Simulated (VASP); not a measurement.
Ta: density of states with LDA

The system is Ta.

```xyz
1
Lattice="-1.6265 1.6265 1.6265 1.6265 -1.6265 1.6265 1.6265 1.6265 -1.6265" Properties=species:S:1:pos:R:3 pbc="T T T"
Ta    0.0000    0.0000    0.0000
```

| Quantity | Value |
| --- | --- |
| Program | VASP 6.6.1 |
| Task | density of states |
| Functional | LDA |
| Potentials or basis | VASP PAW LDA potentials, release 64 (Ta_pv) |
| Cutoff | 520 eV |
| k mesh | 16 × 16 × 16 |
| Occupations | fermi-dirac, width 0.05 eV |
| Spin | no spin polarisation |
| Dipole correction | no |
| k mesh for the DOS | 24 × 24 × 24 |
| Occupations for the DOS | tetrahedron |
| Further INCAR settings | ALGO = Normal; EDIFF = 1e-07 |

```json
{"Valence electrons inside the program's atomic spheres": "Ta 9.04"}
```

Levels at points of the mesh, in eV from the Fermi level:
```tsv
k point	band 3	band 4	band 5	band 6	band 7	band 8	band 9
(0.00, 0.00, 0.00)	-32.70	-8.00	0.68	0.68	0.68	4.11	4.11
(0.50, 0.00, 0.00)	-32.71	-4.56	-1.71	1.98	4.02	5.09	8.22
(0.50, 0.50, 0.50)	-33.66	-4.08	-4.08	7.18	7.18	7.18	9.19
```

Wall time 50 s on 1 thread of Intel(R) Xeon(R) Platinum 8488C (Sapphire Rapids), with other jobs on the host, peak memory 0.2 GiB.

Caveat: spin-orbit coupling is left out, which moves the levels of the heavy elements.
